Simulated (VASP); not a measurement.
# ZnS (P6_3mc) in VASP: dielectric tensor with PBE

Aim: the dielectric tensor of ZnS with PBE.

Everything below comes from runs of VASP 6.6.1. Logs are shortened: lines on timing, memory, paths and dates and some standing lists are left out, and cuts for length are marked.

**1. The cell of the first run**

It takes space group P6_3mc (No. 186, hexagonal). The conventional cell has a = 3.811 Å, b = 3.811 Å, c = 6.234 Å, α = 90.00°, β = 90.00°, γ = 120.00°. Within 3.1 Å of Zn (site symmetry 3m) lie 4 S at 2.31 to 2.40 Å. S (site symmetry 3m) has 4 Zn at 2.31 to 2.40 Å within 3.1 Å.

**2. Dielectric tensor, PBE**

INCAR

```
SYSTEM = ZnS
PREC = Accurate
ENCUT = 520
EDIFF = 1E-8
ISMEAR = 0
SIGMA = 0.01
LREAL = .False.
LASPH = .True.
NELM = 100
ALGO = Normal
ISIF = 2
LWAVE = .False.
LCHARG = .False.
GGA = PE
LEPSILON = .True.
```

KPOINTS

```
Automatic mesh
0
Gamma
  6 6 4
  0 0 0
```

POSCAR

```
ZnS
1.0
    3.8110000000      0.0000000000      0.0000000000
   -1.9055000000      3.3004228100      0.0000000000
    0.0000000000      0.0000000000      6.2340000000
Zn S
2 2
Direct
    0.3333333343      0.6666666687      0.0000000000
    0.6666666672      0.3333333343      0.5000000000
    0.3333333343      0.6666666687      0.3850000000
    0.6666666672      0.3333333343      0.8850000000
```

Potentials or basis: VASP PAW PBE potentials, release 64 (Zn, S).

Run with:

```
$ cat potpaw_PBE.64/Zn/POTCAR potpaw_PBE.64/S/POTCAR > POTCAR
$ mpirun -np 1 vasp_std > vasp.out
```

OUTCAR:

```text
SYSTEM = ZnS
   PREC = Accurate
   ENCUT = 520
   EDIFF = 1E-8
   ISMEAR = 0
   LREAL = .False.
   LASPH = .True.
   NELM = 100
   ISIF = 2
   GGA = PE
   LEPSILON = .True.

 ion  position               nearest neighbor table
   1  0.333  0.667  0.000-   4 2.31   4 2.31   4 2.31   3 2.40
   2  0.667  0.333  0.500-   3 2.31   3 2.31   3 2.31   4 2.40
   3  0.333  0.667  0.385-   2 2.31   2 2.31   2 2.31   1 2.40
   4  0.667  0.333  0.885-   1 2.31   1 2.31   1 2.31   2 2.40

  LATTYP: Found a hexagonal cell.
 ALAT       =     3.8110000000
 C/A-ratio  =     1.6357911309

  Lattice vectors:

 A1 = (   3.8110000000,   0.0000000000,   0.0000000000)
 A2 = (  -1.9055000000,   3.3004228100,   0.0000000000)
 A3 = (   0.0000000000,   0.0000000000,   6.2340000000)

Analysis of symmetry for initial positions (statically):
=====================================================================
 Subroutine PRICEL returns:
 Original cell was already a primitive cell.

 Routine SETGRP: Setting up the symmetry group for a
 hexagonal supercell.

 Subroutine GETGRP returns: Found 12 space group operations
 (whereof  6 operations were pure point group operations)
 out of a pool of 24 trial point group operations.

The static configuration has the point symmetry C_3v.
 The point group associated with its full space group is C_6v.

Analysis of symmetry for dynamics (positions and initial velocities):
=====================================================================
 Subroutine PRICEL returns:
 Original cell was already a primitive cell.

 Routine SETGRP: Setting up the symmetry group for a
 hexagonal supercell.

 Subroutine GETGRP returns: Found 12 space group operations
 (whereof  6 operations were pure point group operations)
 out of a pool of 24 trial point group operations.

The dynamic configuration has the point symmetry C_3v.
 The point group associated with its full space group is C_6v.

 Subroutine INISYM returns: Found 12 space group operations
 (whereof  6 operations are pure point group operations),
 and found     1 'primitive' translations
[... 688 lines left out ...]
     -0.00000      2.20028      0.00000        -0.000000      0.000000      0.323944
      1.90550      1.10014      3.11700        -0.000000     -0.000000      0.323944
     -0.00000      2.20028      2.40009         0.000000      0.000000     -0.323944
      1.90550      1.10014      5.51709         0.000000      0.000000     -0.323944
 -----------------------------------------------------------------------------------
    total drift:                               -0.000000     -0.000004      0.000434

  FREE ENERGIE OF THE ION-ELECTRON SYSTEM (eV)
  ---------------------------------------------------
  free  energy   TOTEN  =       -13.6507602974 eV

  energy  without entropy=      -13.6507602974  energy(sigma->0) =      -13.65076030

 HEAD OF MICROSCOPIC STATIC DIELECTRIC TENSOR (INDEPENDENT PARTICLE, excluding Hartree and local field effects)
 ------------------------------------------------------
           6.481877     0.000000     0.000000
           0.000000     6.481877     0.000000
           0.000000     0.000000     6.346937
 ------------------------------------------------------

 Free energy of the ion-electron system (eV)
  ---------------------------------------------------
  ---------------------------------------------------
  free energy    TOTEN  =        -1.18772480 eV

  energy without entropy =       -1.18772480

------------------------ aborting loop because EDIFF is reached ----------------------------------------

--------------------------------------- Ionic step        2  -------------------------------------------

------------------------ aborting loop because EDIFF is reached ----------------------------------------

--------------------------------------- Ionic step        3  -------------------------------------------

 Free energy of the ion-electron system (eV)
  ---------------------------------------------------
  ---------------------------------------------------
  free energy    TOTEN  =        -1.16501349 eV

  energy without entropy =       -1.16501349

------------------------ aborting loop because EDIFF is reached ----------------------------------------

 PIEZOELECTRIC TENSOR FIELD DIRECTION 3  (e Angst)
 -----------------------------------------------------------------------------
     1.67561  0.00000  0.00000           ( -0.01460  0.00000  0.00000)
     0.00000  1.67561  0.00000           (  0.00000 -0.01460  0.00000)
     0.00000  0.00000 -4.00908           (  0.00000  0.00000  0.00874)

 PIEZOELECTRIC TENSOR FIELD DIRECTION 3  (C/m^2)
 -----------------------------------------------------------------------------
     0.34238  0.00000  0.00000
     0.00000  0.34238  0.00000
     0.00000  0.00000 -0.81918

 MACROSCOPIC STATIC DIELECTRIC TENSOR (including local field effects in DFT)
 ------------------------------------------------------
           6.081042    -0.000000     0.000000
           0.000000     6.081042    -0.000000
          -0.000000     0.000000     5.968505
 ------------------------------------------------------

 PIEZOELECTRIC TENSOR (including local field effects)  for field in x, y, z        (e  Angst)
          XX          YY          ZZ          XY          YZ          ZX
  --------------------------------------------------------------------------------
  x    -0.00000     0.00000     0.00000     0.00000     0.00000     1.69024
  y     0.00000    -0.00000    -0.00000     0.00000     1.69023     0.00000
  z     1.67561     1.67561    -4.00908     0.00000     0.00000     0.00000

 PIEZOELECTRIC TENSOR (including local field effects)  for field in x, y, z        (C/m^2)
          XX          YY          ZZ          XY          YZ          ZX
  --------------------------------------------------------------------------------
  x    -0.00000     0.00000     0.00000     0.00000     0.00000     0.34537
  y     0.00000    -0.00000    -0.00000     0.00000     0.34537     0.00000
  z     0.34238     0.34238    -0.81918     0.00000     0.00000     0.00000

 BORN EFFECTIVE CHARGES (including local field effects) (in |e|, cummulative output)
 ---------------------------------------------------------------------------------
 ion    1
    1     1.98529     0.00000     0.00000
    2     0.00000     1.98529     0.00000
    3     0.00000     0.00000     2.05737
 ion    2
    1     1.98529     0.00000     0.00000
    2     0.00000     1.98529     0.00000
    3     0.00000     0.00000     2.05737
 ion    3
    1    -1.98529     0.00000     0.00000
    2     0.00000    -1.98529     0.00000
    3     0.00000     0.00000    -2.05737
 ion    4
    1    -1.98529     0.00000     0.00000
    2    -0.00000    -1.98529     0.00000
    3     0.00000     0.00000    -2.05737
```

OSZICAR:

```text
N       E                     dE             d eps       ncg     rms          rms(c)
DAV:   1     0.239384778605E+03    0.23938E+03   -0.17597E+04   924   0.197E+03
DAV:   2     0.875000185958E+01   -0.23063E+03   -0.22476E+03   948   0.380E+02
[... 12 lines left out ...]
RMM:   8    -0.116499607832E+01   -0.56235E-03   -0.21142E-05  1543   0.217E-02    0.278E-03
RMM:   9    -0.116498912940E+01    0.69489E-05   -0.12128E-06  1593   0.578E-03    0.992E-04
RMM:  10    -0.116499956376E+01   -0.10434E-04   -0.29074E-07  1530   0.199E-03    0.316E-04
RMM:  11    -0.116501696772E+01   -0.17404E-04    0.21585E-07  1618   0.553E-04    0.142E-04
RMM:  12    -0.116501337517E+01    0.35925E-05    0.22452E-07  1472   0.308E-04    0.351E-05
RMM:  13    -0.116501328392E+01    0.91254E-07    0.18559E-07  1165   0.139E-04    0.298E-05
RMM:  14    -0.116501349034E+01   -0.20642E-06   -0.23425E-08   811   0.982E-05    0.840E-06
```

stdout:

```text
POSCAR found type information on POSCAR ZnS
 POSCAR found :  2 types and       4 ions
 scaLAPACK will be used
 LDA part: xc-table for (Slater+PW92), standard interpolation
 POSCAR, INCAR and KPOINTS ok, starting setup
 FFT: planning ... GRIDC
 FFT: planning ... GRID_SOFT
 FFT: planning ... GRID
 WAVECAR not read
 entering main loop
 Linear response reoptimize wavefunctions to high precision
 Linear response G [H, r] |phi>, progress :
  Direction:   1
 Linear response G [H, r] |phi>, progress :
  Direction:   2
 Linear response G [H, r] |phi>, progress :
  Direction:   3
 Linear response to external field (no local field effect), progress :
  Direction:   1
 dielectric tensor                  component  1 :     5.509    -1.853    -0.384
 Linear response to external field (no local field effect), progress :
  Direction:   2
 dielectric tensor                  component  2 :    -1.853     7.454    -0.346
 Linear response to external field (no local field effect), progress :
  Direction:   3
 dielectric tensor                  component  3 :    -0.384    -0.345     6.347
 Linear response to external field, progress :
  Direction:   1
 dielectric tensor                  component  1 :     6.081    -0.677     0.000
 Linear response to external field, progress :
  Direction:   2
 dielectric tensor                  component  2 :    -1.097     6.081     0.000
 Linear response to external field, progress :
  Direction:   3
 dielectric tensor                  component  3 :    -0.385    -0.345     5.969
 Born effective charges drift removed
```

Wall time 9.2 min (1 thread of Intel Xeon 8259CL, shared host); peak memory 0.36 GiB.

Results:

| Property | Result |
| --- | --- |
| Band gap on the k mesh | 2.25 eV |
| Electronic dielectric tensor (diagonal) | 6.08, 6.08, 5.97 |
| Born charges (mean of the diagonal) | Zn +2.01; S -2.01 e |

Levels at points of the mesh, in eV from the valence-band top:
```csv
k point,band 16,band 17,band 18,band 19,band 20,band 21
"(0.00, 0.00, 0.00)",-0.01,-0.01,0.00,2.25,3.00,6.30
"(0.50, 0.00, 0.00)",-2.25,-1.56,-0.98,3.62,4.27,5.18
"(0.00, 0.00, 0.50)",-0.45,-0.45,-0.45,3.51,3.51,6.73
"(0.50, 0.00, 0.50)",-1.66,-1.53,-1.53,3.62,3.62,5.15
```

Electronic dielectric tensor:
```
6.08 0.00 0.00
0.00 6.08 0.00
0.00 0.00 5.97
```

Born effective charge tensors (e):
atom 1, Zn
```
1.99 0.00 0.00
0.00 1.99 0.00
0.00 0.00 2.06
```
atom 2, Zn
```
1.99 0.00 0.00
0.00 1.99 0.00
0.00 0.00 2.06
```
atom 3, S
```
-1.99  0.00  0.00
 0.00 -1.99  0.00
 0.00  0.00 -2.06
```
atom 4, S
```
-1.99  0.00  0.00
 0.00 -1.99  0.00
 0.00  0.00 -2.06
```
